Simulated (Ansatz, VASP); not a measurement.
# One calculation of GdO, two programs

INCAR

```
SYSTEM = GdO
PREC = Accurate
ENCUT = 520
EDIFF = 1E-6
ISMEAR = 0
SIGMA = 0.05
LREAL = .FALSE.
LASPH = .TRUE.
NELM = 150
ALGO = Normal
ISIF = 2
LWAVE = .FALSE.
LCHARG = .FALSE.
ISPIN = 2
MAGMOM = 7 0
LORBIT = 11
LMAXMIX = 6
LDAU = .TRUE.
LDAUTYPE = 2
LDAUL = 3 -1
LDAUU = 6 0
LDAUJ = 0 0
LDAUPRINT = 1
GGA = PE
NBANDS = 23
```

File KPOINTS:

```
Automatic mesh
0
G
  5 5 5
  0 0 0
```

Contents of POSCAR:

```
GdO
1.0
    0.0000000000      2.7000000000      2.7000000000
    2.7000000000      0.0000000000      2.7000000000
    2.7000000000      2.7000000000      0.0000000000
Gd O
1 1
Direct
    0.0000000000      0.0000000000      0.0000000000
    0.2500000000      0.2500000000      0.2500000000
```

Input for Ansatz:

```yaml
crystal:
  lattice:
    - [0.0, 2.7, 2.7]
    - [2.7, 0.0, 2.7]
    - [2.7, 2.7, 0.0]
  atoms:
    - { symbol: Gd, position: [0.0, 0.0, 0.0], spin: 7.0 }
    - { symbol: O, position: [0.25, 0.25, 0.25] }
basis:
  ecutwfc: 420
  ecutrho_ratio: 4
kpoints:
  mp_grid: { grid: [5, 5, 5] }
hamiltonian:
  xc: pbe
  hubbard: { sites: [{ species: Gd, l: f, u_eff: 6.0 }] }
scf:
  occupations: { method: gaussian, width: 0.05 }
output:
  forces: true
  stress: true
  eigenvalues: true
  populations: true
  hubbard: { sites: [{ species: Gd, l: f }] }
magnetization:
  spin_polarized: true
```

Alike in both runs: task single point; functional PBE; k mesh 5 × 5 × 5; occupations gaussian, width 0.05 eV; collinear spin; Hubbard terms Gd f U = 6.0 eV.

|  | VASP | Ansatz |
| --- | --- | --- |
| version | VASP 6.6.1 | Ansatz 0.2.0 |
| potentials or method | VASP PAW PBE potentials, release 64 (Gd, O), cutoff 520 eV | scalar-relativistic, plane waves, PAW |
| valence electrons in the cell | 24 | 24 |

```tsv
	VASP	Ansatz	Ansatz less VASP
gap on the k mesh at the Fermi level (eV)	none	none	-
pressure (GPa)	-0.2	-0.2	-0.07
net moment per atom (μB)	3.98	3.98	-0.002
size of the moment on the site where the two differ most (μB)	7.07	7.02	-0.053
```

Site moments also hang on the region over which each program counts them. The programs project onto different local orbitals, so the same U acts differently, and such runs can settle in different states. A gap of «none» marks a metal or a gap that the smearing closes. Ansatz's warnings: filled band counts differ across k points.

The k mesh is coarse, so the values compare programs but aren't converged. Spin-orbit coupling is off throughout.
